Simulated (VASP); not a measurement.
# ZnCd5Te6 (P-4m2) in VASP: a series of runs

ZnCd5Te6 is run at these levels: PBE; tasks: single point, relaxation of cell and atoms.

Everything below comes from runs of VASP 6.6.1. Logs are shortened: lines on timing, memory, paths and dates and some standing lists are left out, and cuts for length are marked.

### 1 The cell of the first run

The structure is tetragonal, space group P-4m2 (No. 115). Conventional cell: a = 4.320 Å, b = 4.320 Å, c = 18.328 Å, α = 90.00°, β = 90.00°, γ = 90.00°. Zn (site symmetry -4m2) has 4 Te at 2.65 Å within 3.5 Å. Within 3.5 Å of Cd (site symmetry 2mm) lie 4 Te at 2.65 Å. Cd (site symmetry 2mm) has 4 Te at 2.65 Å within 3.5 Å. Within 3.5 Å of Cd (site symmetry -4m2) lie 4 Te at 2.65 Å. Within 3.5 Å of Te (site symmetry 2mm) lie 2 Zn at 2.65 Å and 2 Cd at 2.65 Å. Within 3.5 Å of Te (site symmetry 2mm) lie 4 Cd at 2.65 Å. Within 3.5 Å of Te (site symmetry 2mm) lie 4 Cd at 2.65 Å.

### 2 Single point, PBE

File INCAR:

```
SYSTEM = ZnCd5Te6
PREC = Accurate
ENCUT = 500
EDIFF = 1E-6
ISMEAR = 0
SIGMA = 0.1
LREAL = .False.
LASPH = .True.
NELM = 120
ALGO = Normal
ISIF = 2
LWAVE = .False.
LCHARG = .False.
GGA = PE
NBANDS = 66
GGA_COMPAT = .False.
```

File KPOINTS:

```
Automatic mesh
0
Gamma
  4 4 1
  0 0 0
```

File POSCAR:

```
ZnCd5Te6
1.0
    4.3200312500      0.0000000000      0.0000000000
    0.0000000000      4.3200312500      0.0000000000
    0.0000000000      0.0000000000     18.3283403300
Zn Cd Te
1 5 6
Direct
    0.5000000000      0.5000000000      0.0000000000
    0.0000000000      0.0000000000      0.8333333300
    0.0000000000      0.0000000000      0.1666666700
    0.5000000000      0.5000000000      0.3333333300
    0.0000000000      0.0000000000      0.5000000000
    0.5000000000      0.5000000000      0.6666666700
    0.5000000000      0.0000000000      0.0833333300
    0.0000000000      0.5000000000      0.2500000000
    0.5000000000      0.0000000000      0.4166666700
    0.0000000000      0.5000000000      0.5833333300
    0.5000000000      0.0000000000      0.7500000000
    0.0000000000      0.5000000000      0.9166666700
```

Potentials or basis: VASP PAW PBE potentials, release 64 (Zn, Cd, Te).

Run with:

```
> cat potpaw_PBE.64/Zn/POTCAR potpaw_PBE.64/Cd/POTCAR potpaw_PBE.64/Te/POTCAR > POTCAR
> mpirun -np 1 vasp_std > vasp.out
```

OUTCAR:

```text
SYSTEM = ZnCd5Te6
   PREC = Accurate
   ENCUT = 500
   EDIFF = 1E-6
   ISMEAR = 0
   LREAL = .False.
   LASPH = .True.
   NELM = 120
   ISIF = 2
   GGA = PE

 ion  position               nearest neighbor table
   1  0.500  0.500  0.000-   7 2.65  12 2.65   7 2.65  12 2.65
   2  0.000  0.000  0.833-  11 2.65  11 2.65  12 2.65  12 2.65
   3  0.000  0.000  0.167-   8 2.65   8 2.65   7 2.65   7 2.65
   4  0.500  0.500  0.333-   8 2.65   8 2.65   9 2.65   9 2.65
   5  0.000  0.000  0.500-   9 2.65  10 2.65  10 2.65   9 2.65
   6  0.500  0.500  0.667-  11 2.65  11 2.65  10 2.65  10 2.65
   7  0.500  0.000  0.083-   1 2.65   1 2.65   3 2.65   3 2.65
   8  0.000  0.500  0.250-   3 2.65   4 2.65   3 2.65   4 2.65
   9  0.500  0.000  0.417-   5 2.65   5 2.65   4 2.65   4 2.65
  10  0.000  0.500  0.583-   5 2.65   5 2.65   6 2.65   6 2.65
  11  0.500  0.000  0.750-   2 2.65   6 2.65   6 2.65   2 2.65
  12  0.000  0.500  0.917-   1 2.65   1 2.65   2 2.65   2 2.65

  LATTYP: Found a simple tetragonal cell.
 ALAT       =     4.3200312500
 C/A-ratio  =     4.2426406823

  Lattice vectors:

 A1 = (   4.3200312500,   0.0000000000,   0.0000000000)
 A2 = (   0.0000000000,   4.3200312500,   0.0000000000)
 A3 = (   0.0000000000,   0.0000000000,  18.3283403300)

Analysis of symmetry for initial positions (statically):
=====================================================================
 Subroutine PRICEL returns:
 Original cell was already a primitive cell.

 Routine SETGRP: Setting up the symmetry group for a
 simple tetragonal supercell.

 Subroutine GETGRP returns: Found  8 space group operations
 (whereof  8 operations were pure point group operations)
 out of a pool of 16 trial point group operations.

The static configuration has the point symmetry D_2d.

Analysis of symmetry for dynamics (positions and initial velocities):
=====================================================================
 Subroutine PRICEL returns:
 Original cell was already a primitive cell.

 Routine SETGRP: Setting up the symmetry group for a
 simple tetragonal supercell.

 Subroutine GETGRP returns: Found  8 space group operations
 (whereof  8 operations were pure point group operations)
 out of a pool of 16 trial point group operations.

The dynamic configuration has the point symmetry D_2d.

 Subroutine INISYM returns: Found  8 space group operations
 (whereof  8 operations are pure point group operations),
 and found     1 'primitive' translations

----------------------------------------------------------------------------------------

                                     Primitive cell

  volume of cell :     342.0558

  direct lattice vectors                    reciprocal lattice vectors
     4.320031250  0.000000000  0.000000000     0.231479807  0.000000000  0.000000000
     0.000000000  4.320031250  0.000000000     0.000000000  0.231479807  0.000000000
     0.000000000  0.000000000 18.328340330     0.000000000  0.000000000  0.054560314

  length of vectors
     4.320031250  4.320031250 18.328340330     0.231479807  0.231479807  0.054560314

  position of ions in fractional coordinates (direct lattice)
     0.500000000  0.500000000  0.000000000
     0.000000000  0.000000000  0.833333330
     0.000000000  0.000000000  0.166666670
     0.500000000  0.500000000  0.333333330
     0.000000000  0.000000000  0.500000000
     0.500000000  0.500000000  0.666666670
     0.500000000  0.000000000  0.083333330
     0.000000000  0.500000000  0.250000000
     0.500000000  0.000000000  0.416666670
     0.000000000  0.500000000  0.583333330
     0.500000000  0.000000000  0.750000000
     0.000000000  0.500000000  0.916666670

  ion indices of the primitive-cell ions
   primitive index   ion index
                 1           1
                 2           2
                 3           3
                 4           4
                 5           5
                 6           6
                 7           7
                 8           8
                 9           9
                10          10
                11          11
                12          12

----------------------------------------------------------------------------------------

 KPOINTS: Automatic mesh

Automatic generation of k-mesh.
 Grid dimensions read from file:
 generate k-points for:    4    4    1

 Generating k-lattice:

  Cartesian coordinates                     Fractional coordinates (reciprocal lattice)
     0.057869952  0.000000000  0.000000000     0.250000000  0.000000000  0.000000000
     0.000000000  0.057869952  0.000000000     0.000000000  0.250000000  0.000000000
     0.000000000  0.000000000  0.054560314     0.000000000  0.000000000  1.000000000

  Length of vectors
     0.057869952  0.057869952  0.054560314

  Shift w.r.t. Gamma in fractional coordinates (k-lattice)
     0.000000000  0.000000000  0.000000000

 Subroutine IBZKPT returns following result:
 ===========================================

 Found      6 irreducible k-points:

 Following reciprocal coordinates:
            Coordinates               Weight
  0.000000  0.000000  0.000000      1.000000
  0.250000  0.000000  0.000000      4.000000
  0.500000  0.000000  0.000000      2.000000
  0.250000  0.250000  0.000000      4.000000
  0.500000  0.250000  0.000000      4.000000
  0.500000  0.500000  0.000000      1.000000
   k-points           NKPTS =      6   k-points in BZ     NKDIM =      6   number of bands    NBANDS=     66
   number of dos      NEDOS =    301   number of ions     NIONS =     12
   total plane-waves  NPLWV = 143360
   dimension x,y,z NGX =    32 NGY =   32 NGZ =  140
   dimension x,y,z NGXF=    64 NGYF=   64 NGZF=  280
   ions per type =               1   5   6
   NGX,Y,Z   is equivalent  to a cutoff of  12.31, 12.31, 12.70 a.u.
   NGXF,Y,Z  is equivalent  to a cutoff of  24.63, 24.63, 25.40 a.u.
 SYSTEM =  ZnCd5Te6
   PREC   = accura    normal or accurate (medium, high low for compatibility)
   ISTART =      0    job   : 0-new  1-cont  2-samecut
   ICHARG =      2    charge: 1-file 2-atom 10-const
   ISPIN  =      1    spin polarized calculation?
   LNONCOLLINEAR =      F non collinear calculations
   LSORBIT =      F    spin-orbit coupling
   LASPH  =      T    aspherical Exc in radial PAW
   ENCUT  =  500.0 eV  36.75 Ry    6.06 a.u.   7.88  7.88 33.42*2*pi/ulx,y,z
   NELM   =    120;   NELMIN=  2; NELMDL= -5     # of ELM steps
   EDIFF  = 0.1E-05   stopping-criterion for ELM
   LREAL  =      F    real-space projection
   EDIFFG = 0.1E-04   stopping-criterion for IOM
   NSW    =      0    number of steps for IOM
   IBRION =     -1    ionic relax: 0-MD 1-quasi-New 2-CG
   NFREE  =      0    steps in history (QN), initial steepest desc. (CG)
   ISIF   =      2    stress and relaxation
   ISYM   =      2    0-nonsym 1-usesym 2-fastsym
   POTIM  = 0.5000    time-step for ionic-motion
   TEBEG  =    0.0;   TEEND  =   0.0 temperature during run
   PSTRESS=    0.0 pullay stress
   NELECT =     108.0000    total number of electrons
   NUPDOWN=      -1.0000    fix difference up-down
   EMIN   =  10.00;   EMAX   =-10.00  energy-range for DOS
   EFERMI =   0.00;   METHOD = LEGACY
   ISMEAR =     0;   SIGMA  =   0.10  broadening in eV -4-tet -1-fermi 0-gaus
   EFERMI_NEDOS =   21; number of points for ismear=-14 and -15
   IALGO  =     38    algorithm
   IMIX   =      4    mixing-type and parameters
     AMIX     =   0.40;   BMIX     =  1.00
     AMIX_MAG =   1.60;   BMIX_MAG =  1.00
  volume/ion in A,a.u.               =      28.50       192.36
  Fermi-wavevector in a.u.,A,eV,Ry     =   1.114766  2.106603 16.908009  1.242704
  Thomas-Fermi vector in A             =   2.251364
   LORBIT       =      0    0 simple, 1 ext, 2 COOP (PROOUT), +10 PAW based schemes
   GGA     = PE    functional components
   LHFCALC =     F    Hartree Fock is set to
   AEXX    =    0.0000 exact exchange contribution
   IVDW    =     0    specifies the selected vdW correction
   LEPSILON=     F    determine dielectric tensor
   LRPA    =     F    only Hartree local field effects (RPA)
 non-spin polarized calculation
 Gauss-broadening in eV      SIGMA  =   0.10
  energy-cutoff  :      500.00
  volume of cell :      342.06
 maximum number of plane-waves:      8720
 NGX is ok and might be reduce to    32
   NGX = 15   NGY = 15   NGZ = 67

 number of electron     107.9999989 magnetization

 Free energy of the ion-electron system (eV)
  ---------------------------------------------------
  ext. energy  EPLUGINS =         0.00000000
  ---------------------------------------------------
  free energy    TOTEN  =       -26.12250271 eV

  energy without entropy =      -26.12250271  energy(sigma->0) =      -26.12250271

 E-fermi :   4.4568     XC(G=0):  -9.3133

 val. band max:        4.0112356840   @ k =   0.0000   0.0000   0.0000
 cond. band min:       5.2990926701   @ k =   0.0000   0.0000   0.0000
 fundamental gap:      1.2878569861
 Fermi energy:         4.4568263093

 k-point     1 :       0.0000    0.0000    0.0000
  band No.  band energies     occupation
      1      -8.2874      2.00000
      2      -8.1030      2.00000
      3      -8.0240      2.00000
      4      -7.6965      2.00000
      5      -7.6684      2.00000
      6      -7.3584      2.00000
[... 58 lines left out ...]
     65       7.5089      0.00000
     66       8.4005      0.00000

 k-point     2 :       0.2500    0.0000    0.0000
  band No.  band energies     occupation
      1      -8.0806      2.00000
      2      -7.9489      2.00000
      3      -7.8601      2.00000
      4      -7.6471      2.00000
      5      -7.6330      2.00000
      6      -7.3452      2.00000
[... 265 lines left out ...]
     65       8.9368      0.00000
     66       8.9887      0.00000

 k-point     6 :       0.5000    0.5000    0.0000
  band No.  band energies     occupation
      1      -7.5695      2.00000
      2      -7.5695      2.00000
      3      -7.5665      2.00000
      4      -7.5665      2.00000
      5      -7.2200      2.00000
      6      -7.2200      2.00000
[... 58 lines left out ...]
     65       7.9506      0.00000
     66       8.0067      0.00000

------------------------ aborting loop because EDIFF is reached ----------------------------------------

  FORCE on cell =-STRESS in cart. coord.  units (eV):
  Direction    XX          YY          ZZ          XY          YZ          ZX
  --------------------------------------------------------------------------------------
  -------------------------------------------------------------------------------------
  Total       28.2105190     28.2105190     27.3302866      0.0000000      0.0000000      0.0000000
  in kB      132.1370907    132.1370907    128.0141130      0.0000000      0.0000000      0.0000000
  external PRESSURE =     130.7627648 kB  Pullay stress =       0.0000000 kB

 VOLUME and BASIS-vectors are now :
 -----------------------------------------------------------------------------
  energy-cutoff  :      500.00
  volume of cell :      342.06
      direct lattice vectors                 reciprocal lattice vectors
     4.320031250  0.000000000  0.000000000     0.231479807  0.000000000  0.000000000
     0.000000000  4.320031250  0.000000000     0.000000000  0.231479807  0.000000000
     0.000000000  0.000000000 18.328340330     0.000000000  0.000000000  0.054560314

 POSITION                                       TOTAL-FORCE (eV/Angst)
 -----------------------------------------------------------------------------------
      2.16002      2.16002      0.00000        -0.000000      0.000000      0.000000
      0.00000      0.00000     15.27362        -0.000000     -0.000000      0.051203
      0.00000      0.00000      3.05472        -0.000000     -0.000000     -0.051203
      2.16002      2.16002      6.10945        -0.000000     -0.000000      0.000891
      0.00000      0.00000      9.16417        -0.000000     -0.000000      0.000000
      2.16002      2.16002     12.21889         0.000000      0.000000     -0.000891
      2.16002      0.00000      1.52736        -0.000000     -0.000000     -1.477593
      0.00000      2.16002      4.58209        -0.000000     -0.000000     -0.004996
      2.16002      0.00000      7.63681        -0.000000     -0.000000     -0.000584
      0.00000      2.16002     10.69153        -0.000000     -0.000000      0.000584
      2.16002      0.00000     13.74626        -0.000000     -0.000000      0.004996
      0.00000      2.16002     16.80098        -0.000000     -0.000000      1.477593
 -----------------------------------------------------------------------------------
    total drift:                                0.000000     -0.000000      0.000000

  FREE ENERGIE OF THE ION-ELECTRON SYSTEM (eV)
  ---------------------------------------------------
  free  energy   TOTEN  =       -26.1225027106 eV

  energy  without entropy=      -26.1225027106  energy(sigma->0) =      -26.12250271
```

Wall time 4.1 min (1 thread of Oxide Virtual Turin-like, shared host); peak memory 0.39 GiB.

Results:

```yaml
Free_energy: -26.1225 eV
Pressure: 13.1 GPa
Largest_force: 1.478 eV/Å
Band_gap_on_the_k_mesh: 1.29 eV
```

Forces in eV/Å, atoms in the order of the input:
```
Zn   0.000  0.000  0.000
Cd   0.000  0.000  0.051
Cd   0.000  0.000 -0.051
Cd   0.000  0.000  0.001
Cd   0.000  0.000  0.000
Cd   0.000  0.000 -0.001
Te   0.000  0.000 -1.478
Te   0.000  0.000 -0.005
Te   0.000  0.000 -0.001
Te   0.000  0.000  0.001
Te   0.000  0.000  0.005
Te   0.000  0.000  1.478
```

Stress tensor (GPa, compression positive):
```
13.21  0.00  0.00
 0.00 13.21  0.00
 0.00  0.00 12.80
```

Levels at points of the mesh, in eV from the valence-band top:
| k point | band 50 | band 51 | band 52 | band 53 | band 54 | band 55 | band 56 | band 57 | band 58 | band 59 |
| --- | --- | --- | --- | --- | --- | --- | --- | --- | --- | --- |
| (0.00, 0.00, 0.00) | -0.81 | -0.81 | -0.01 | 0.00 | 0.00 | 1.29 | 2.18 | 2.28 | 2.40 | 2.49 |
| (0.50, 0.00, 0.00) | -1.09 | -1.08 | -1.06 | -1.06 | -1.02 | 2.07 | 2.42 | 2.44 | 2.48 | 3.29 |
| (0.50, 0.50, 0.00) | -2.85 | -2.51 | -2.50 | -2.50 | -2.49 | 2.18 | 2.18 | 2.34 | 2.54 | 3.58 |

Caveat: the cell stands under pressure; spin-orbit coupling is left out, which moves the levels of the heavy elements; forces of over 1 eV/Å act on the atoms, so gaps and moduli don't describe the material at rest.

### 3 Single point, PBE

This run uses another cell than the first one, of 35.09 Å³/atom.

File INCAR:

```
PREC = Accurate ; ENCUT = 500
EDIFF = 1E-6 ; ISMEAR = 0
SIGMA = 0.1 ; LREAL = F
LASPH = T ; NELM = 120
ALGO = Normal ; ISIF = 2
LWAVE = F ; LCHARG = T
GGA = PE ; LELF = T
LVHAR = T ; NBANDS = 66
GGA_COMPAT = F
```

File KPOINTS:

```
Automatic mesh
0
Gamma
  4 4 1
```

File POSCAR:

```
ZnCd5Te6
1.0
    4.6394353036      0.0000000000      0.0000000000
    0.0000000000      4.6394353036      0.0000000000
    0.0000000000      0.0000000000     19.5602777501
Zn Cd Te
1 5 6
Direct
    0.5000000000      0.5000000000      0.0000000000
    0.0000000000      0.0000000000      0.8415649315
    0.0000000000      0.0000000000      0.1584350685
    0.5000000000      0.5000000000      0.3292368740
    0.0000000000      0.0000000000      0.5000000000
    0.5000000000      0.5000000000      0.6707631260
    0.5000000000      0.0000000000      0.0727131535
    0.0000000000      0.5000000000      0.2438394340
    0.5000000000      0.0000000000      0.4146157898
    0.0000000000      0.5000000000      0.5853842102
    0.5000000000      0.0000000000      0.7561605660
    0.0000000000      0.5000000000      0.9272868465
```

Potentials or basis: VASP PAW PBE potentials, release 64 (Zn, Cd, Te).

Run with:

```
> cat potpaw_PBE.64/Zn/POTCAR potpaw_PBE.64/Cd/POTCAR potpaw_PBE.64/Te/POTCAR > POTCAR
> mpirun -np 1 vasp_std > vasp.out
```

It took 4.8 min on 1 thread of Oxide Virtual Turin-like, shared host; peak memory 0.48 GiB.

It converged, with:

```
Free energy            : -29.0439 eV
Pressure               : 0.1 GPa
Largest force          : 0.005 eV/Å
Band gap on the k mesh : 0.62 eV
```

Forces in eV/Å, atoms in the order of the input:
```
Zn   0.000  0.000  0.000
Cd   0.000  0.000 -0.005
Cd   0.000  0.000  0.005
Cd   0.000  0.000 -0.002
Cd   0.000  0.000  0.000
Cd   0.000  0.000  0.002
Te   0.000  0.000  0.004
Te   0.000  0.000 -0.003
Te   0.000  0.000 -0.001
Te   0.000  0.000  0.001
Te   0.000  0.000  0.003
Te   0.000  0.000 -0.004
```

Levels at points of the mesh, in eV from the valence-band top:
```csv
k point,band 52,band 53,band 54,band 55,band 56,band 57
"(0.00, 0.00, 0.00)",-0.02,0.00,0.00,0.62,2.06,2.31
"(0.50, 0.00, 0.00)",-0.67,-0.67,-0.66,1.89,2.11,2.12
"(0.50, 0.50, 0.00)",-1.71,-1.71,-1.66,2.55,2.69,2.71
```

Caveat: semilocal functionals underestimate gaps, and a narrow one can read as zero; spin-orbit coupling is left out, which moves the levels of the heavy elements.

[end of part 1 of 2]
